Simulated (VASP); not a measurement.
# AlNi (C2/m) in VASP: notebook

Runs on AlNi. Level: PBE. Tasks: single point.

Program: VASP 6.6.1. These are calculated values, not measurements. Logs are shortened: lines on timing, memory, paths and dates and some standing lists are left out, and cuts for length are marked.

**1. The cell of the first run**

The structure is monoclinic, space group C2/m (No. 12). The conventional cell has a = 4.507 Å, b = 2.732 Å, c = 4.027 Å, α = 90.00°, β = 109.27°, γ = 90.00°. Ni (site symmetry 2/m) has 6 Al at 2.43 to 2.48 Å and 6 Ni at 2.64 to 2.73 Å within 3.2 Å. Al (site symmetry 2/m) has 6 Ni at 2.43 to 2.48 Å and 6 Al at 2.64 to 2.73 Å within 3.2 Å.

**2. Single point, PBE, collinear spin, ferromagnetic start**

Input file INCAR:

```
  ALGO = Fast
  EDIFF = 1E-7
  ENCUT = 520
  GGA = PE
  ISIF = 2
  ISMEAR = -1
  ISPIN = 2
  LASPH = T
  LCHARG = F
  LMAXMIX = 4
  LORBIT = 11
  LREAL = F
  LWAVE = F
  MAGMOM = 1 0
  NBANDS = 18
  NELM = 150
  PREC = Accurate
  SIGMA = 0.05
```

Input file KPOINTS:

```
k-points
0
Gamma
  11 11 7
```

Input file POSCAR:

```
AlNi
1.0
    2.2537151482     -1.3662091541      0.0000000000
    2.2537151482      1.3662091541      0.0000000000
   -1.3287605568      0.0000000000      3.8016149950
Ni Al
1 1
Direct
    0.5000000000      0.5000000000      0.5000000000
    0.0000000000      0.0000000000      0.0000000000
```

Potentials or basis: VASP PAW PBE potentials, release 64 (Ni, Al).

Launch:

```sh
$ cat potpaw_PBE.64/Ni/POTCAR potpaw_PBE.64/Al/POTCAR > POTCAR
$ mpirun -np 1 vasp_std > vasp.out
```

OUTCAR:

```text
EDIFF = 1E-7
   ENCUT = 520
   GGA = PE
   ISIF = 2
   ISMEAR = -1
   ISPIN = 2
   LASPH = T
   LORBIT = 11
   LREAL = F
   NELM = 150
   PREC = Accurate

 ion  position               nearest neighbor table
   1  0.500  0.500  0.500-   2 2.43   2 2.43   2 2.43   2 2.43   2 2.48   2 2.48
   2  0.000  0.000  0.000-   1 2.43   1 2.43   1 2.43   1 2.43   1 2.48   1 2.48

  LATTYP: Found a base centered monoclinic cell.
 ALAT       =     4.5074302964
 B/A-ratio  =     0.6062031199
 C/A-ratio  =     0.8934454424
 COS(beta)  =    -0.3299511685

  Lattice vectors:

 A1 = (   2.2537151482,  -1.3662091541,   0.0000000000)
 A2 = (   2.2537151482,   1.3662091541,   0.0000000000)
 A3 = (  -1.3287605568,   0.0000000000,   3.8016149950)

Analysis of symmetry for initial positions (statically):
=====================================================================
 Subroutine PRICEL returns:
 Original cell was already a primitive cell.

 Routine SETGRP: Setting up the symmetry group for a
 base centered monoclinic supercell.

 Subroutine GETGRP returns: Found  4 space group operations
 (whereof  4 operations were pure point group operations)
 out of a pool of  4 trial point group operations.

The static configuration has the point symmetry C_2h.

Analysis of symmetry for dynamics (positions and initial velocities):
=====================================================================
 Subroutine PRICEL returns:
 Original cell was already a primitive cell.

 Routine SETGRP: Setting up the symmetry group for a
 base centered monoclinic supercell.

 Subroutine GETGRP returns: Found  4 space group operations
 (whereof  4 operations were pure point group operations)
 out of a pool of  4 trial point group operations.

The dynamic configuration has the point symmetry C_2h.

Analysis of structural, dynamic, and magnetic symmetry:
=====================================================================
 Subroutine PRICEL returns:
 Original cell was already a primitive cell.

 Routine SETGRP: Setting up the symmetry group for a
 base centered monoclinic supercell.

 Subroutine GETGRP returns: Found  4 space group operations
 (whereof  4 operations were pure point group operations)
 out of a pool of  4 trial point group operations.

The overall configuration has the point symmetry C_2h.

 Subroutine INISYM returns: Found  4 space group operations
 (whereof  4 operations are pure point group operations),
 and found     1 'primitive' translations

----------------------------------------------------------------------------------------

                                     Primitive cell

  volume of cell :      23.4107

  direct lattice vectors                    reciprocal lattice vectors
     2.253715148 -1.366209154  0.000000000     0.221855899 -0.365976175  0.077544246
     2.253715148  1.366209154  0.000000000     0.221855899  0.365976175  0.077544246
    -1.328760557  0.000000000  3.801614995     0.000000000  0.000000000  0.263046100

  length of vectors
     2.635480871  2.635480871  4.027143055     0.434938743  0.434938743  0.263046100

  position of ions in fractional coordinates (direct lattice)
     0.500000000  0.500000000  0.500000000
     0.000000000  0.000000000  0.000000000

  ion indices of the primitive-cell ions
   primitive index   ion index
                 1           1
                 2           2

----------------------------------------------------------------------------------------

 KPOINTS: k-points

Automatic generation of k-mesh.
 Grid dimensions read from file:
 generate k-points for:   11   11    7

 Generating k-lattice:

  Cartesian coordinates                     Fractional coordinates (reciprocal lattice)
     0.020168718 -0.033270561  0.007049477     0.090909091 -0.000000000  0.000000000
     0.020168718  0.033270561  0.007049477    -0.000000000  0.090909091  0.000000000
     0.000000000  0.000000000  0.037578014     0.000000000  0.000000000  0.142857143

  Length of vectors
     0.039539886  0.039539886  0.037578014

  Shift w.r.t. Gamma in fractional coordinates (k-lattice)
     0.000000000  0.000000000  0.000000000

 Subroutine IBZKPT returns following result:
 ===========================================

 Found    234 irreducible k-points:

 Following reciprocal coordinates:
            Coordinates               Weight
  0.000000  0.000000  0.000000      1.000000
  0.090909  0.000000  0.000000      4.000000
  0.181818 -0.000000  0.000000      4.000000
  0.272727 -0.000000 -0.000000      4.000000
  0.363636 -0.000000 -0.000000      4.000000
  0.454545  0.000000  0.000000      4.000000
[... 16 lines left out ...]
 -0.272727  0.181818  0.000000      4.000000
 -0.181818  0.181818  0.000000      2.000000
 [... further k-points ...]
   k-points           NKPTS =    234   k-points in BZ     NKDIM =    234   number of bands    NBANDS=     18
   number of dos      NEDOS =    301   number of ions     NIONS =      2
   total plane-waves  NPLWV =  12000
   dimension x,y,z NGX =    20 NGY =   20 NGZ =   30
   dimension x,y,z NGXF=    40 NGYF=   40 NGZF=   60
   ions per type =               1   1
   NGX,Y,Z   is equivalent  to a cutoff of  12.62, 12.62, 12.38 a.u.
   NGXF,Y,Z  is equivalent  to a cutoff of  25.23, 25.23, 24.77 a.u.
 SYSTEM =  unknown system
   PREC   = accura    normal or accurate (medium, high low for compatibility)
   ISTART =      0    job   : 0-new  1-cont  2-samecut
   ICHARG =      2    charge: 1-file 2-atom 10-const
   ISPIN  =      2    spin polarized calculation?
   LNONCOLLINEAR =      F non collinear calculations
   LSORBIT =      F    spin-orbit coupling
   LASPH  =      T    aspherical Exc in radial PAW
   ENCUT  =  520.0 eV  38.22 Ry    6.18 a.u.   4.90  4.90  7.49*2*pi/ulx,y,z
   NELM   =    150;   NELMIN=  2; NELMDL= -5     # of ELM steps
   EDIFF  = 0.1E-06   stopping-criterion for ELM
   LREAL  =      F    real-space projection
   EDIFFG = 0.1E-05   stopping-criterion for IOM
   NSW    =      0    number of steps for IOM
   IBRION =     -1    ionic relax: 0-MD 1-quasi-New 2-CG
   NFREE  =      0    steps in history (QN), initial steepest desc. (CG)
   ISIF   =      2    stress and relaxation
   ISYM   =      2    0-nonsym 1-usesym 2-fastsym
   POTIM  = 0.5000    time-step for ionic-motion
   TEBEG  =    0.0;   TEEND  =   0.0 temperature during run
   PSTRESS=    0.0 pullay stress
   NELECT =      13.0000    total number of electrons
   NUPDOWN=      -1.0000    fix difference up-down
   EMIN   =  10.00;   EMAX   =-10.00  energy-range for DOS
   EFERMI =   0.00;   METHOD = LEGACY
   ISMEAR =    -1;   SIGMA  =   0.05  broadening in eV -4-tet -1-fermi 0-gaus
   EFERMI_NEDOS =   21; number of points for ismear=-14 and -15
   IALGO  =     68    algorithm
   IMIX   =      4    mixing-type and parameters
     AMIX     =   0.40;   BMIX     =  1.00
     AMIX_MAG =   1.60;   BMIX_MAG =  1.00
  volume/ion in A,a.u.               =      11.71        78.99
  Fermi-wavevector in a.u.,A,eV,Ry     =   1.345606  2.542826 24.635455  1.810655
  Thomas-Fermi vector in A             =   2.473505
   LORBIT       =     11    0 simple, 1 ext, 2 COOP (PROOUT), +10 PAW based schemes
   GGA     = PE    functional components
   LHFCALC =     F    Hartree Fock is set to
   AEXX    =    0.0000 exact exchange contribution
   IVDW    =     0    specifies the selected vdW correction
   LEPSILON=     F    determine dielectric tensor
   LRPA    =     F    only Hartree local field effects (RPA)
 spin polarized calculation
 RMM-DIIS sequential band-by-band and
  energy-cutoff  :      520.00
  volume of cell :       23.41
 maximum number of plane-waves:       643
   NGX =  9   NGY =  9   NGZ = 15

 number of electron      13.0000000 magnetization      -0.0006148

 number of electron      13.0000000 magnetization       0.0001050

 Free energy of the ion-electron system (eV)
  ---------------------------------------------------
  ext. energy  EPLUGINS =         0.00000000
  ---------------------------------------------------
  free energy    TOTEN  =        -9.97602511 eV

  energy without entropy =       -9.96889423  energy(sigma->0) =       -9.97245967

 E-fermi :  10.1411     XC(G=0): -12.1474

 val. band max:       10.1324499423   @ k =   0.4545   0.1818   0.4286
 cond. band min:      10.1582414861   @ k =   0.3636   0.2727   0.0000
 fundamental gap:      0.0257915438
 Fermi energy:        10.1411193468

 spin component 1

 k-point     1 :       0.0000    0.0000    0.0000
  band No.  band energies     occupation
      1      -1.1542      1.00000
      2       6.2524      1.00000
      3       8.1356      1.00000
      4       8.3485      1.00000
      5       8.4602      1.00000
      6       8.6563      1.00000
[... 10 lines left out ...]
     17      31.0073      0.00000
     18      31.8924      0.00000
[... 463 lines left out ...]
 k-point    24 :      -0.1818    0.1818    0.0000
  band No.  band energies     occupation
      1       1.4189      1.00000
      2       6.9400      1.00000
      3       7.3137      1.00000
      4       7.5783      1.00000
      5       8.3277      1.00000
      6       9.2953      1.00000
[... 10 lines left out ...]
     17      35.1370      0.00000
     18      35.9618      0.00000

 [... further k-points ...]

 spin component 2

 k-point     1 :       0.0000    0.0000    0.0000
  band No.  band energies     occupation
      1      -1.1542      1.00000
      2       6.2524      1.00000
      3       8.1357      1.00000
      4       8.3485      1.00000
      5       8.4603      1.00000
      6       8.6564      1.00000
[... 10 lines left out ...]
     17      31.0073      0.00000
     18      31.8932      0.00000
[... 463 lines left out ...]
 k-point    24 :      -0.1818    0.1818    0.0000
  band No.  band energies     occupation
      1       1.4189      1.00000
      2       6.9401      1.00000
      3       7.3137      1.00000
      4       7.5785      1.00000
      5       8.3278      1.00000
      6       9.2953      1.00000
[... 10 lines left out ...]
     17      35.1370      0.00000
     18      35.9619      0.00000

 [... further k-points ...]

------------------------ aborting loop because EDIFF is reached ----------------------------------------

  FORCE on cell =-STRESS in cart. coord.  units (eV):
  Direction    XX          YY          ZZ          XY          YZ          ZX
  --------------------------------------------------------------------------------------
  -------------------------------------------------------------------------------------
  Total        1.8914230      1.5655751      2.0926546      0.0000000      0.0000000     -0.0970369
  in kB      129.4448884    107.1445657    143.2167420      0.0000000      0.0000000     -6.6409952
  external PRESSURE =     126.6020653 kB  Pullay stress =       0.0000000 kB

 VOLUME and BASIS-vectors are now :
 -----------------------------------------------------------------------------
  energy-cutoff  :      520.00
  volume of cell :       23.41
      direct lattice vectors                 reciprocal lattice vectors
     2.253715148 -1.366209154  0.000000000     0.221855899 -0.365976175  0.077544246
     2.253715148  1.366209154  0.000000000     0.221855899  0.365976175  0.077544246
    -1.328760557  0.000000000  3.801614995     0.000000000  0.000000000  0.263046100

 POSITION                                       TOTAL-FORCE (eV/Angst)
 -----------------------------------------------------------------------------------
      1.58933      0.00000      1.90081        -0.000000      0.000000      0.000000
      0.00000      0.00000      0.00000         0.000000      0.000000      0.000000
 -----------------------------------------------------------------------------------
    total drift:                                0.000000      0.000000      0.000000

  FREE ENERGIE OF THE ION-ELECTRON SYSTEM (eV)
  ---------------------------------------------------
  free  energy   TOTEN  =        -9.9760251134 eV

  energy  without entropy=       -9.9688942307  energy(sigma->0) =       -9.97245967

 total charge

# of ion       s       p       d       tot
------------------------------------------
    1        0.479   0.533   8.447   9.459
    2        0.420   0.440   0.000   0.860
--------------------------------------------------
tot          0.899   0.973   8.447  10.319

 magnetization (x)

# of ion       s       p       d       tot
------------------------------------------
    1       -0.000  -0.000   0.000   0.000
    2       -0.000  -0.000   0.000  -0.000
--------------------------------------------------
tot         -0.000  -0.000   0.000   0.000
```

Wall time 5.7 min (1 thread of Intel Xeon 8259CL, shared host); peak memory 0.26 GiB.

What came out:

```
Free energy                                           : -9.9760 eV
Pressure                                              : 12.7 GPa
Net moment                                            : 0.00 μB per cell
Valence electrons inside the program's atomic spheres : Ni 9.46; Al 0.86
```

Caveat: the cell stands under pressure.

(Continued in part 2 of 2.)
